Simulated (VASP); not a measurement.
Here is a VASP 6.6.1 calculation.

INCAR

```
SYSTEM = GaN
  PREC = Accurate
  ENCUT = 600
  EDIFF = 1E-6
  ISMEAR = 0
  SIGMA = 0.01
  LREAL = .False.
  LASPH = .True.
  NELM = 120
  ALGO = Normal
  ISIF = 2
  LWAVE = .False.
  LCHARG = .False.
  GGA = PE
  NBANDS = 16
  GGA_COMPAT = .False.
```

The input KPOINTS:

```
Automatic mesh
0
Gamma
  7 7 7
  0 0 0
```

POSCAR

```
GaN
1.0
    0.0000000000      2.2535006100      2.2535006100
    2.2535006100      0.0000000000      2.2535006100
    2.2535006100      2.2535006100      0.0000000000
Ga N
1 1
Direct
    0.0000000000      0.0000000000      0.0000000000
    0.7500000000      0.7500000000      0.7500000000
```

Potentials or basis: VASP PAW PBE potentials, release 64 (Ga_d, N).

The run is started by

```console
$ cat potpaw_PBE.64/Ga_d/POTCAR potpaw_PBE.64/N/POTCAR > POTCAR
$ mpirun -np 1 vasp_std > vasp.out
```

Question: Predict the pressure.

Answer: 4.9 GPa.

Question: Estimate the band gap on the k mesh.

Answer: 1.72 eV, direct.
